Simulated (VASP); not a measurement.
Wanted: the native input for a VASP 6.6.1 run.

* Task: single point
* Functional: PBE
* Potentials or basis: VASP PAW PBE potentials, release 64 (Ta_sv_GW, Pb_d, O)
* Cutoff: 700 eV
* k mesh: 5 × 5 × 2
* Occupations: gaussian, width 0.2 eV
* Spin: no spin polarisation
* Dipole correction: no
* Further INCAR settings: ALGO = Normal; EDIFF = 1e-06; NBANDS = 38

The structure of Ta2PbO3 lies in POSCAR:

```
Ta2PbO3
1.0
    4.3762972795     -0.0000000031      0.0000000000
   -2.1881486370      3.7899846202      0.0000000000
    0.0000000000      0.0000000000      8.7086700234
Ta Pb O
2 1 3
Direct
    0.3333333333      0.6666666667      0.5000000000
    0.6666666667      0.3333333333      0.0000000000
    0.3333333333      0.6666666667      0.0000000000
    0.3333333333      0.6666666667      0.2882899606
    0.3333333333      0.6666666667      0.7117100394
    0.6666666667      0.3333333333      0.5000000000
```

The cell was generated, and may not be a known phase.

These files were run (other wordings do the same):

INCAR

```
  ALGO = Normal
  EDIFF = 1E-6
  ENCUT = 700
  GGA = PE
  GGA_COMPAT = F
  ISIF = 2
  ISMEAR = 0
  LASPH = T
  LCHARG = T
  LELF = T
  LREAL = F
  LVHAR = T
  LWAVE = F
  NBANDS = 38
  NELM = 120
  PREC = Accurate
  SIGMA = 0.2
```

KPOINTS

```
k-points
0
Gamma
  5 5 2
```

Potentials or basis: VASP PAW PBE potentials, release 64 (Ta_sv_GW, Pb_d, O).

Run with:

```sh
$ cat potpaw_PBE.64/Ta_sv_GW/POTCAR potpaw_PBE.64/Pb_d/POTCAR potpaw_PBE.64/O/POTCAR > POTCAR
$ mpirun -np 1 vasp_std > vasp.out
```

Results of the run:

The pressure is 0.4 GPa and the largest force is 0.128 eV/Å. The band gap on the k mesh is zero (filled and empty bands touch).

Caveat: the k points lie up to 0.36 Å⁻¹ apart; spin-orbit coupling is left out, which moves the levels of the heavy elements.

It took 4.3 min on 1 thread of Intel(R) Xeon(R) 6975P-C (Granite Rapids) (shared host), peak memory 0.4 GiB.
